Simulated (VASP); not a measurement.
RbW2:

```xyz
3
Lattice="3.2093 0.0000 0.0000 -1.6046 2.7793 0.0000 0.0000 0.0000 8.3370" Properties=species:S:1:pos:R:3 pbc="T T T"
Rb    0.0000    0.0000    4.1685
W     0.0000    1.8529    7.4908
W     1.6046    0.9264    0.8462
```

```yaml
Program: VASP 6.6.1
Task: relaxation of cell and atoms
Functional: PBE
Potentials_or_basis: VASP PAW PBE potentials, release 64 (Rb_sv, W_sv)
Cutoff: 600 eV
k_mesh: 18 × 18 × 6
Occupations: gaussian, width 0.1 eV
Spin: no spin polarisation
```

At the start: pressure 0.4 GPa; volume 24.79 Å³/atom.

How do energy, volume and symmetry change on relaxing?

Over 7 steps the energy falls by 2.1 meV/atom and the volume is 25.22 Å³/atom (+1.8 %); space group P-3m1 (No. 164, to 0.05 Å).

Step by step:
```csv
step,energy change (eV),largest force (eV/Å),pressure (GPa),volume (Å³)
1,0.0000,0.1957,0.45,74.36
2,-0.0057,0.0157,0.38,75.11
3,-0.0058,0.0541,0.37,75.24
4,-0.0046,0.2318,-0.79,76.05
5,-0.0061,0.0325,0.02,75.48
6,-0.0063,0.0174,0.01,75.58
7,-0.0063,0.0039,0.01,75.66
```

Final structure:
```
CELL_PARAMETERS angstrom
3.23791 0.00000 0.00000
-1.61895 2.80411 0.00000
0.00000 0.00000 8.33348
ATOMIC_POSITIONS crystal
Rb 0.00000 0.00000 0.50000
W 0.33333 0.66667 0.90010
W 0.66667 0.33333 0.09990
```
